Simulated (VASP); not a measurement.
The system is Mg2BeSeO2.

```
CELL_PARAMETERS angstrom
2.19167 -2.48768 0.00000
2.19167 2.48768 0.00000
0.00000 0.00000 8.08729
ATOMIC_POSITIONS crystal
Mg 0.00000 0.00000 0.98553
Mg 0.00000 0.00000 0.65682
Be 0.50000 0.50000 0.42180
Se 0.50000 0.50000 0.79217
O 0.00000 0.50000 0.28701
O 0.50000 0.00000 0.28701
```

* Program: VASP 6.6.1
* Task: relaxation of cell and atoms
* Functional: PBE
* Potentials or basis: VASP PAW PBE potentials, release 64 (Mg, Be, Se, O)
* Cutoff: 600 eV
* k mesh: 6 × 6 × 2
* Occupations: gaussian, width 0.1 eV
* Spin: no spin polarisation

At the start: pressure 0.0 GPa; volume 14.70 Å³/atom.

Problem. Where does the relaxation end?

Solution. Over 18 steps the energy falls by 1676.8 meV/atom and the volume is 12.01 Å³/atom (-18.3 %); space group P4/mmm (No. 123, to 0.05 Å).

The path:
| step | energy change (eV) | largest force (eV/Å) | pressure (GPa) | volume (Å³) |
| --- | --- | --- | --- | --- |
| 1 | 0.0000 | 5.4023 | 0.04 | 88.19 |
| 2 | -3.1901 | 4.7875 | -3.92 | 88.00 |
| 3 | -8.6040 | 2.7668 | -13.78 | 84.48 |
| 4 | -9.0817 | 3.4510 | 19.48 | 63.58 |
| 5 | -9.8862 | 1.0025 | -0.48 | 71.36 |
| 6 | -9.8914 | 0.9772 | 0.48 | 70.82 |
| 7 | -9.8915 | 0.9652 | 0.97 | 70.56 |
| 8 | -9.9910 | 0.5244 | 0.27 | 71.73 |
| 9 | -10.0061 | 0.5251 | -0.06 | 72.38 |
| 10 | -10.0337 | 0.2551 | -0.50 | 72.64 |
| 11 | -10.0363 | 0.2399 | -0.69 | 72.75 |
| 12 | -10.0557 | 0.1042 | 0.22 | 72.00 |
| 13 | -10.0577 | 0.0556 | 0.70 | 71.66 |
| 14 | -10.0577 | 0.0573 | -0.83 | 72.52 |
| 15 | -10.0592 | 0.0540 | -0.08 | 72.08 |
| 16 | -10.0600 | 0.0464 | -0.07 | 72.10 |
| 17 | -10.0605 | 0.0574 | -0.04 | 72.12 |
| 18 | -10.0610 | 0.0177 | -0.02 | 72.07 |

Final structure:
```
CELL_PARAMETERS angstrom
2.47837 -2.47746 0.00000
2.47837 2.47746 0.00000
0.00000 0.00000 5.86917
ATOMIC_POSITIONS crystal
Mg 0.00000 0.00000 0.09666
Mg 0.00000 0.00000 0.54643
Be 0.50000 0.50000 0.32128
Se 0.50000 0.50000 0.82247
O 0.00000 0.50000 0.32175
O 0.50000 0.00000 0.32175
```

Caveat: the k points lie up to 0.54 Å⁻¹ apart in the final cell; the volume moved by over 15 % at a fixed basis, so the end points are rough.
